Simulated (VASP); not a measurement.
Na: single point with LDA

Na:

```xyz
1
Lattice="-2.0287 2.0287 2.0287 2.0287 -2.0287 2.0287 2.0287 2.0287 -2.0287" Properties=species:S:1:pos:R:3 pbc="T T T"
Na    0.0000    0.0000    0.0000
```

```json
{"Program": "VASP 6.6.1", "Task": "single point", "Functional": "LDA", "Potentials or basis": "VASP PAW LDA potentials, release 64 (Na_pv)", "Cutoff": "520 eV", "k mesh": "2 × 2 × 2", "Occupations": "fermi-dirac, width 0.1 eV", "Spin": "no spin polarisation", "Dipole correction": "no", "Further INCAR settings": "ALGO = Normal; EDIFF = 1e-07; NBANDS = 10"}
```

```json
{"Pressure": "2.3 GPa"}
```

Levels at points of the mesh, in eV from the Fermi level:
```csv
k point,band 1,band 2,band 3,band 4,band 5,band 6,band 7,band 8
"(0.00, 0.00, 0.00)",-25.70,-25.70,-25.70,-4.31,11.54,11.54,11.54,12.67
"(0.50, 0.00, 0.00)",-25.75,-25.72,-25.70,0.00,0.50,7.84,8.97,9.07
"(0.50, 0.50, 0.50)",-25.74,-25.74,-25.74,3.93,3.93,4.43,4.43,4.43
```

It took 1.5 s on 1 thread of Intel(R) Xeon(R) Platinum 8259CL CPU @ 2.50GHz (Skylake/Cascade Lake), on a shared host, peak memory 0.12 GiB.

Caveat: the k points lie up to 1.09 Å⁻¹ apart.
